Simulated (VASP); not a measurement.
# Si3N in VASP: further runs

Runs on Si3N. Level: PBE+D3(BJ). Tasks: single point.

Program: VASP 6.6.1. These are calculated values, not measurements. Logs are shortened: lines on timing, memory, paths and dates and some standing lists are left out, and cuts for length are marked.

### 1 The cell of the first run

The cell holds a slab with vacuum, 8 atoms: a = 3.833 Å, b = 5.421 Å, c = 22.488 Å, α = 90.00°, β = 90.00°, γ = 90.00°.

### 2 Single point, PBE+D3(BJ)

INCAR

```
SYSTEM = Si3N
  PREC = Accurate
  ENCUT = 520
  EDIFF = 1E-7
  ISMEAR = 0
  SIGMA = 0.05
  LREAL = .FALSE.
  LASPH = .TRUE.
  NELM = 80
  ALGO = Normal
  ISIF = 2
  LWAVE = .FALSE.
  LCHARG = .FALSE.
  LDIPOL = .TRUE.
  IDIPOL = 3
  DIPOL = 0.5 0.5 0.321
  GGA = PE
  IVDW = 12
  NBANDS = 27
```

KPOINTS

```
regular mesh
0
G
  7 5 1
  0 0 0
```

POSCAR

```
Si3N
1.0
    3.8333442755      0.0000000000      0.0000000000
    0.0000000000      5.4211674636      0.0000000000
    0.0000000000      0.0000000000     22.4877586337
Si N
6 2
Direct
    0.5000000000      0.0000000000      0.1778745523
    0.0000000000      0.2500000000      0.1778745523
    0.0000000000      0.5038839981      0.2608672216
    0.5000000000      0.7461160019      0.2608672216
    0.5000000000      0.0086033066      0.3418641564
    0.0000000000      0.2413966934      0.3418641564
    0.5000000000      0.3419366399      0.4797169344
    0.5000000000      0.3419366399      0.5286324363
```

Potentials or basis: VASP PAW PBE potentials, release 64 (Si, N).

Command:

```sh
> cat potpaw_PBE.64/Si/POTCAR potpaw_PBE.64/N/POTCAR > POTCAR
> mpirun -np 1 vasp_std > vasp.out
```

OUTCAR:

```text
SYSTEM = Si3N
   PREC = Accurate
   ENCUT = 520
   EDIFF = 1E-7
   ISMEAR = 0
   LREAL = .FALSE.
   LASPH = .TRUE.
   NELM = 80
   ISIF = 2
   GGA = PE
   IVDW = 12
 IVDW          = 12

 ion  position               nearest neighbor table
   1  0.500  0.000  0.178-   4 2.32   2 2.35   2 2.35
   2  0.000  0.250  0.178-   3 2.32   1 2.35   1 2.35
   3  0.000  0.504  0.261-   6 2.31   2 2.32   4 2.32   4 2.32
   4  0.500  0.746  0.261-   5 2.31   1 2.32   3 2.32   3 2.32
   5  0.500  0.009  0.342-   6 2.29   6 2.29   4 2.31
   6  0.000  0.241  0.342-   5 2.29   5 2.29   3 2.31
   7  0.500  0.342  0.480-   8 1.10
   8  0.500  0.342  0.529-   7 1.10

  LATTYP: Found a simple orthorhombic cell.
 ALAT       =     3.8333442755
 B/A-ratio  =     1.4142135624
 C/A-ratio  =     5.8663550721

  Lattice vectors:

 A1 = (   3.8333442755,   0.0000000000,   0.0000000000)
 A2 = (   0.0000000000,   5.4211674636,   0.0000000000)
 A3 = (   0.0000000000,   0.0000000000,  22.4877586337)

Analysis of symmetry for initial positions (statically):
=====================================================================
 Subroutine PRICEL returns:
 Original cell was already a primitive cell.

 Routine SETGRP: Setting up the symmetry group for a
 simple orthorhombic supercell.

 Subroutine GETGRP returns: Found  2 space group operations
 (whereof  2 operations were pure point group operations)
 out of a pool of  8 trial point group operations.

The static configuration has the point symmetry C_1h.

Analysis of symmetry for dynamics (positions and initial velocities):
=====================================================================
 Subroutine PRICEL returns:
 Original cell was already a primitive cell.

 Routine SETGRP: Setting up the symmetry group for a
 simple orthorhombic supercell.

 Subroutine GETGRP returns: Found  2 space group operations
 (whereof  2 operations were pure point group operations)
 out of a pool of  8 trial point group operations.

The dynamic configuration has the point symmetry C_1h.

 Subroutine INISYM returns: Found  2 space group operations
 (whereof  2 operations are pure point group operations),
 and found     1 'primitive' translations

----------------------------------------------------------------------------------------

                                     Primitive cell

  volume of cell :     467.3226

  direct lattice vectors                    reciprocal lattice vectors
     3.833344276  0.000000000  0.000000000     0.260868821  0.000000000  0.000000000
     0.000000000  5.421167464  0.000000000     0.000000000  0.184462112  0.000000000
     0.000000000  0.000000000 22.487758634     0.000000000  0.000000000  0.044468638

  length of vectors
     3.833344276  5.421167464 22.487758634     0.260868821  0.184462112  0.044468638

  position of ions in fractional coordinates (direct lattice)
     0.500000000  0.000000000  0.177874552
     0.000000000  0.250000000  0.177874552
     0.000000000  0.503883998  0.260867222
     0.500000000  0.746116002  0.260867222
     0.500000000  0.008603307  0.341864156
     0.000000000  0.241396693  0.341864156
     0.500000000  0.341936640  0.479716934
     0.500000000  0.341936640  0.528632436

  ion indices of the primitive-cell ions
   primitive index   ion index
                 1           1
                 2           2
                 3           3
                 4           4
                 5           5
                 6           6
                 7           7
                 8           8

----------------------------------------------------------------------------------------

 KPOINTS: regular mesh

Automatic generation of k-mesh.
 Grid dimensions read from file:
 generate k-points for:    7    5    1

 Generating k-lattice:

  Cartesian coordinates                     Fractional coordinates (reciprocal lattice)
     0.037266974  0.000000000  0.000000000     0.142857143  0.000000000  0.000000000
     0.000000000  0.036892422  0.000000000     0.000000000  0.200000000  0.000000000
     0.000000000  0.000000000  0.044468638     0.000000000  0.000000000  1.000000000

  Length of vectors
     0.037266974  0.036892422  0.044468638

  Shift w.r.t. Gamma in fractional coordinates (k-lattice)
     0.000000000  0.000000000  0.000000000

 Subroutine IBZKPT returns following result:
 ===========================================

 Found     12 irreducible k-points:

 Following reciprocal coordinates:
            Coordinates               Weight
  0.000000  0.000000  0.000000      1.000000
  0.142857  0.000000  0.000000      2.000000
  0.285714  0.000000  0.000000      2.000000
  0.428571  0.000000  0.000000      2.000000
  0.000000  0.200000  0.000000      2.000000
  0.142857  0.200000  0.000000      4.000000
  0.285714  0.200000  0.000000      4.000000
  0.428571  0.200000  0.000000      4.000000
  0.000000  0.400000  0.000000      2.000000
  0.142857  0.400000  0.000000      4.000000
  0.285714  0.400000  0.000000      4.000000
  0.428571  0.400000  0.000000      4.000000
   k-points           NKPTS =     12   k-points in BZ     NKDIM =     12   number of bands    NBANDS=     27
   number of dos      NEDOS =    301   number of ions     NIONS =      8
   total plane-waves  NPLWV = 201600
   dimension x,y,z NGX =    30 NGY =   40 NGZ =  168
   dimension x,y,z NGXF=    60 NGYF=   80 NGZF=  336
   ions per type =               6   2
   NGX,Y,Z   is equivalent  to a cutoff of  13.01, 12.27, 12.42 a.u.
   NGXF,Y,Z  is equivalent  to a cutoff of  26.02, 24.53, 24.84 a.u.
 SYSTEM =  Si3N
   PREC   = accura    normal or accurate (medium, high low for compatibility)
   ISTART =      0    job   : 0-new  1-cont  2-samecut
   ICHARG =      2    charge: 1-file 2-atom 10-const
   ISPIN  =      1    spin polarized calculation?
   LNONCOLLINEAR =      F non collinear calculations
   LSORBIT =      F    spin-orbit coupling
   LASPH  =      T    aspherical Exc in radial PAW
   ENCUT  =  520.0 eV  38.22 Ry    6.18 a.u.   7.13 10.08 41.81*2*pi/ulx,y,z
   NELM   =     80;   NELMIN=  2; NELMDL= -5     # of ELM steps
   EDIFF  = 0.1E-06   stopping-criterion for ELM
   LREAL  =      F    real-space projection
   EDIFFG = 0.1E-05   stopping-criterion for IOM
   NSW    =      0    number of steps for IOM
   IBRION =     -1    ionic relax: 0-MD 1-quasi-New 2-CG
   NFREE  =      0    steps in history (QN), initial steepest desc. (CG)
   ISIF   =      2    stress and relaxation
   ISYM   =      2    0-nonsym 1-usesym 2-fastsym
   POTIM  = 0.5000    time-step for ionic-motion
   TEBEG  =    0.0;   TEEND  =   0.0 temperature during run
   PSTRESS=    0.0 pullay stress
   NELECT =      34.0000    total number of electrons
   NUPDOWN=      -1.0000    fix difference up-down
   EMIN   =  10.00;   EMAX   =-10.00  energy-range for DOS
   EFERMI =   0.00;   METHOD = LEGACY
   ISMEAR =     0;   SIGMA  =   0.05  broadening in eV -4-tet -1-fermi 0-gaus
   EFERMI_NEDOS =   21; number of points for ismear=-14 and -15
   IALGO  =     38    algorithm
   IMIX   =      4    mixing-type and parameters
     AMIX     =   0.40;   BMIX     =  1.00
     AMIX_MAG =   1.60;   BMIX_MAG =  1.00
  volume/ion in A,a.u.               =      58.42       394.21
  Fermi-wavevector in a.u.,A,eV,Ry     =   0.683432  1.291500  6.355006  0.467080
  Thomas-Fermi vector in A             =   1.762794
   LORBIT       =      0    0 simple, 1 ext, 2 COOP (PROOUT), +10 PAW based schemes
   GGA     = PE    functional components
   LHFCALC =     F    Hartree Fock is set to
   AEXX    =    0.0000 exact exchange contribution
   IVDW    =    12    specifies the selected vdW correction
   LEPSILON=     F    determine dielectric tensor
   LRPA    =     F    only Hartree local field effects (RPA)
 non-spin polarized calculation
 Gauss-broadening in eV      SIGMA  =   0.05
  energy-cutoff  :      520.00
  volume of cell :      467.32
 maximum number of plane-waves:     12627
 NGX is ok and might be reduce to    30
   NGX = 15   NGY = 21   NGZ = 83

 dipolmoment           0.000000      0.000000      0.000011 electrons x Angstroem

 number of electron      34.0000000 magnetization

 dipolmoment           0.000000      0.000000     -0.004138 electrons x Angstroem

 Free energy of the ion-electron system (eV)
  ---------------------------------------------------
  ext. energy  EPLUGINS =         0.00000000
  ---------------------------------------------------
  free energy    TOTEN  =       -44.99379587 eV

  energy without entropy =      -44.98691060  energy(sigma->0) =      -44.99035324

 E-fermi :  -1.7150     XC(G=0):  -3.8030

 val. band max:       -1.7309532690   @ k =   0.2857   0.2000   0.0000
 cond. band min:      -1.7020266647   @ k =   0.2857   0.4000   0.0000
 fundamental gap:      0.0289266043
 Fermi energy:        -1.7150192845

 k-point     1 :       0.0000    0.0000    0.0000
  band No.  band energies     occupation
      1     -25.5737      2.00000
      2     -13.1368      2.00000
      3     -11.3075      2.00000
      4     -10.6770      2.00000
      5      -9.8265      2.00000
      6      -8.8344      2.00000
[... 19 lines left out ...]
     26       1.7346      0.00000
     27       2.4350      0.00000

 k-point     2 :       0.1429    0.0000    0.0000
  band No.  band energies     occupation
      1     -25.5704      2.00000
      2     -12.9566      2.00000
      3     -11.1273      2.00000
      4     -10.6539      2.00000
      5      -9.6366      2.00000
      6      -8.9053      2.00000
[... 292 lines left out ...]
 k-point    12 :       0.4286    0.4000    0.0000
  band No.  band energies     occupation
      1     -25.5571      2.00000
      2     -11.1033      2.00000
      3     -10.7079      2.00000
      4     -10.6078      2.00000
      5      -9.5107      2.00000
      6      -8.9901      2.00000
[... 19 lines left out ...]
     26       2.7278      0.00000
     27       3.2268      0.00000

------------------------ aborting loop because EDIFF is reached ----------------------------------------

 vacuum level on the upper side and lower side of the slab       (xc-potential included)        -0.071        -0.038

 Edisp (eV)   -1.63968

 E8    (eV) :    -0.6950

  FORCE on cell =-STRESS in cart. coord.  units (eV):
  Direction    XX          YY          ZZ          XY          YZ          ZX
  --------------------------------------------------------------------------------------
  -------------------------------------------------------------------------------------
  Total       0.16165     0.19469     2.84445     0.00000     0.05827     0.00000
  in kB       0.55421     0.66750     9.75195     0.00000     0.19976     0.00000
  external pressure =        3.66 kB  Pullay stress =        0.00 kB

 VOLUME and BASIS-vectors are now :
 -----------------------------------------------------------------------------
  energy-cutoff  :      520.00
  volume of cell :      467.32
      direct lattice vectors                 reciprocal lattice vectors
     3.833344276  0.000000000  0.000000000     0.260868821  0.000000000  0.000000000
     0.000000000  5.421167464  0.000000000     0.000000000  0.184462112  0.000000000
     0.000000000  0.000000000 22.487758634     0.000000000  0.000000000  0.044468638

 POSITION                                       TOTAL-FORCE (eV/Angst)
 -----------------------------------------------------------------------------------
      1.91667      0.00000      4.00000         0.000000      0.553035     -0.058365
      0.00000      1.35529      4.00000         0.000000     -0.557105     -0.038577
      0.00000      2.73164      5.86632         0.000000     -0.072546     -0.013019
      1.91667      4.04482      5.86632         0.000000      0.098476      0.006646
      1.91667      0.04664      7.68776         0.000000     -0.023394      0.042954
      0.00000      1.30865      7.68776         0.000000     -0.030403      0.010877
      1.91667      1.85370     10.78776         0.000000      0.040317     -2.157068
      1.91667      1.85370     11.88776         0.000000     -0.008381      2.206551
 -----------------------------------------------------------------------------------
    total drift:                                0.000000     -0.000189     -0.000535

  FREE ENERGIE OF THE ION-ELECTRON SYSTEM (eV)
  ---------------------------------------------------
  free  energy   TOTEN  =       -46.6334713525 eV

  energy  without entropy=      -46.6265860848  energy(sigma->0) =      -46.63002872

 vacuum level on the upper side and lower side of the slab         3.053         3.083
```

It took 3.6 min on 1 thread of Intel Xeon Platinum 8375C at 2.90GHz (Ice Lake), shared host; peak memory 0.54 GiB.

Results:

* Free energy: -46.6335 eV
* Largest force: 2.207 eV/Å
* Band gap on the k mesh: zero (band 17 reaches -1.52 eV, above the bottom of band 18 at -1.81 eV)
* Dispersion energy per atom: -0.205 eV

Forces on the atoms (eV/Å):
```
Si   0.000  0.553 -0.058
Si   0.000 -0.557 -0.039
Si   0.000 -0.073 -0.013
Si   0.000  0.098  0.007
Si   0.000 -0.023  0.043
Si   0.000 -0.030  0.011
N    0.000  0.040 -2.157
N    0.000 -0.008  2.207
```

Levels at points of the mesh, in eV from the Fermi level:
| k point | band 14 | band 15 | band 16 | band 17 | band 18 | band 19 | band 20 | band 21 |
| --- | --- | --- | --- | --- | --- | --- | --- | --- |
| (0.00, 0.00, 0.00) | -1.22 | -0.68 | -0.41 | -0.31 | 0.26 | 1.19 | 2.08 | 2.48 |

Caveat: the standard files for N, O and F lose accuracy on very short bonds.

### 3 Single point, PBE+D3(BJ)

INCAR

```
SYSTEM = Si3N
PREC     = Accurate       ! precision mode
ENCUT    = 520            ! plane-wave cutoff, eV
EDIFF    = 1E-6           ! SCF threshold, eV
ISMEAR   = 0              ! smearing method
SIGMA    = 0.05           ! smearing width, eV
LREAL    = .FALSE.        ! projectors in reciprocal space
LASPH    = .TRUE.         ! aspherical terms in the spheres
NELM     = 80             ! most SCF steps
ALGO     = Normal         ! electronic algorithm
ISIF     = 2              ! what is computed and relaxed
LWAVE    = .FALSE.        ! write WAVECAR
LCHARG   = .TRUE.         ! write CHGCAR
LDIPOL   = .TRUE.       
IDIPOL   = 3            
DIPOL    = 0.5 0.5 0.321
GGA      = PE             ! functional
IVDW     = 12             ! dispersion correction
LELF     = .TRUE.         ! ELF
LVHAR    = .TRUE.       
LVACPOTAV= .TRUE.       
NBANDS   = 27             ! bands
```

KPOINTS

```
Automatic mesh
0
G
  7 5 1
  0 0 0
```

Changes to POSCAR since step 2:

```diff
@@ -14,3 +14,3 @@
     0.0000000000      0.2413966934      0.3418641564
-    0.5000000000      0.3419366399      0.4797169344
-    0.5000000000      0.3419366399      0.5286324363
+    0.5000000000      0.6752699732      0.4797169344
+    0.5000000000      0.6752699732      0.5286324363
```

Potentials or basis: VASP PAW PBE potentials, release 64 (Si, N).

Command:

```sh
> cat potpaw_PBE.64/Si/POTCAR potpaw_PBE.64/N/POTCAR > POTCAR
> mpirun -np 1 vasp_std > vasp.out
```

OUTCAR:

```text
SYSTEM = Si3N
   PREC = Accurate
   ENCUT = 520
   EDIFF = 1E-6
   ISMEAR = 0
   LREAL = .FALSE.
   LASPH = .TRUE.
   NELM = 80
   ISIF = 2
   GGA = PE
   IVDW = 12
 IVDW          = 12

 ion  position               nearest neighbor table
   1  0.500  0.000  0.178-   4 2.32   2 2.35   2 2.35
   2  0.000  0.250  0.178-   3 2.32   1 2.35   1 2.35
   3  0.000  0.504  0.261-   6 2.31   2 2.32   4 2.32   4 2.32
[... 571 lines left out ...]
  -------------------------------------------------------------------------------------
  Total       0.08912     0.19994     2.69817     0.00000    -0.04637     0.00000
  in kB       0.30556     0.68547     9.25045     0.00000    -0.15897     0.00000
  external pressure =        3.41 kB  Pullay stress =        0.00 kB

 VOLUME and BASIS-vectors are now :
 -----------------------------------------------------------------------------
  energy-cutoff  :      520.00
  volume of cell :      467.32
      direct lattice vectors                 reciprocal lattice vectors
     3.833344276  0.000000000  0.000000000     0.260868821  0.000000000  0.000000000
     0.000000000  5.421167464  0.000000000     0.000000000  0.184462112  0.000000000
     0.000000000  0.000000000 22.487758634     0.000000000  0.000000000  0.044468638

 POSITION                                       TOTAL-FORCE (eV/Angst)
 -----------------------------------------------------------------------------------
      1.91667      0.00000      4.00000         0.000000      0.546580     -0.060868
      0.00000      1.35529      4.00000         0.000000     -0.548988     -0.056025
      0.00000      2.73164      5.86632         0.000000     -0.082045      0.006810
      1.91667      4.04482      5.86632         0.000000      0.073112      0.014308
      1.91667      0.04664      7.68776         0.000000      0.050144     -0.001798
      0.00000      1.30865      7.68776         0.000000     -0.010154      0.089510
      1.91667      3.66075     10.78776         0.000000     -0.044027     -2.161027
      1.91667      3.66075     11.88776         0.000000      0.015378      2.169090
 -----------------------------------------------------------------------------------
    total drift:                                0.000000      0.000006     -0.000300

  FREE ENERGIE OF THE ION-ELECTRON SYSTEM (eV)
  ---------------------------------------------------
  free  energy   TOTEN  =       -46.6399883764 eV

  energy  without entropy=      -46.6325658587  energy(sigma->0) =      -46.63627712

 vacuum level on the upper side and lower side of the slab         3.077         3.113
```

OSZICAR:

```text
N       E                     dE             d eps       ncg     rms          rms(c)
DAV:   1     0.197722262960E+03    0.19772E+03   -0.11046E+04   656   0.904E+02
DAV:   2    -0.166402089618E+02   -0.21436E+03   -0.20630E+03   951   0.175E+02
DAV:   3    -0.460507531010E+02   -0.29411E+02   -0.29129E+02   856   0.679E+01
[... 17 lines left out ...]
DAV:  21    -0.450074787300E+02   -0.63181E-05   -0.37662E-07   648   0.267E-03    0.772E-04
DAV:  22    -0.450074851451E+02   -0.64151E-05   -0.29741E-07   599   0.198E-03    0.642E-04
DAV:  23    -0.450074876163E+02   -0.24711E-05   -0.15930E-07   597   0.131E-03    0.401E-04
DAV:  24    -0.450074893369E+02   -0.17206E-05   -0.97390E-08   582   0.940E-04    0.185E-04
DAV:  25    -0.450074896529E+02   -0.31607E-06   -0.21194E-08   527   0.528E-04
   1 F= -.46639988E+02 E0= -.46636277E+02  d E =-.742252E-02
```

It took 3.6 min on 1 thread of Intel Xeon Platinum 8375C at 2.90GHz (Ice Lake), shared host; peak memory 0.54 GiB.

Results:

```yaml
Free_energy: -46.6400 eV
Largest_force: 2.169 eV/Å
Band_gap_on_the_k_mesh: zero (band 17 reaches -1.56 eV, above the bottom of band 18 at -1.81 eV)
Dispersion_energy_per_atom: -0.204 eV
```

Forces on the atoms (eV/Å):
```
Si   0.000  0.547 -0.061
Si   0.000 -0.549 -0.056
Si   0.000 -0.082  0.007
Si   0.000  0.073  0.014
Si   0.000  0.050 -0.002
Si   0.000 -0.010  0.090
N    0.000 -0.044 -2.161
N    0.000  0.015  2.169
```

Levels at points of the mesh, in eV from the Fermi level:
```tsv
k point	band 13	band 14	band 15	band 16	band 17	band 18	band 19	band 20	band 21	band 22
(0.00, 0.00, 0.00)	-2.49	-1.22	-0.69	-0.42	-0.30	0.29	1.19	2.00	2.59	2.71
```

Caveat: the standard files for N, O and F lose accuracy on very short bonds.

[end of part 1 of 3]
